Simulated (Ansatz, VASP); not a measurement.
## One calculation of C, two programs

INCAR

```
ALGO = Normal ; EDIFF = 1E-7
ENCUT = 520 ; GGA = PE
ISIF = 2 ; ISMEAR = 0
LASPH = True ; LCHARG = True
LELF = True ; LREAL = False
LVHAR = True ; LWAVE = False
NBANDS = 11 ; NELM = 100
PREC = Accurate ; SIGMA = 0.05
```

File KPOINTS:

```
k-points
0
Gamma
  12 12 12
```

POSCAR

```
C
1.0
    0.0000000000      1.7713001190      1.8588023449
    1.7713001190      0.0000000000      1.8588023449
    1.7713001190      1.7713001190      0.0000000000
C
2
Direct
    0.5000000000      0.5000000000      0.5000000000
    0.7500000000      0.7500000000      0.7500000000
```

Input for Ansatz:

```yaml
crystal:
  lattice:
    - [0.0, 1.771300119, 1.8588023449]
    - [1.771300119, 0.0, 1.8588023449]
    - [1.771300119, 1.771300119, 0.0]
  atoms:
    - { symbol: C, position: [0.5, 0.5, 0.5] }
    - { symbol: C, position: [0.75, 0.75, 0.75] }
basis:
  ecutwfc: 520.0
kpoints:
  mp_grid: { grid: [12, 12, 12] }
hamiltonian:
  xc: pbe
  pseudopotentials: { kind: paw, azcp: { folder: soft_1 } }
scf:
  occupations: { method: gaussian, width: 0.05 }
output:
  forces: true
  stress: true
  eigenvalues: true
```

Alike in both runs: task single point; functional PBE; k mesh 12 × 12 × 12; occupations gaussian, width 0.05 eV; no spin polarisation.

```csv
,VASP,Ansatz
version,VASP 6.6.1,Ansatz 0.2.0
potentials or method,"VASP PAW PBE potentials, release 64 (C), cutoff 520 eV","scalar-relativistic, plane waves, PAW"
valence electrons in the cell,8,8
```

```tsv
	VASP	Ansatz	Ansatz less VASP
gap on the k mesh at the Fermi level (eV)	3.49	3.50	+0.008
least direct gap on the mesh (eV)	5.09	5.09	+0.004
pressure (GPa)	-9.2	-9.7	-0.53
traceless stress, the component that is largest in VASP (GPa)	-30.42	-30.41	+0.003
```
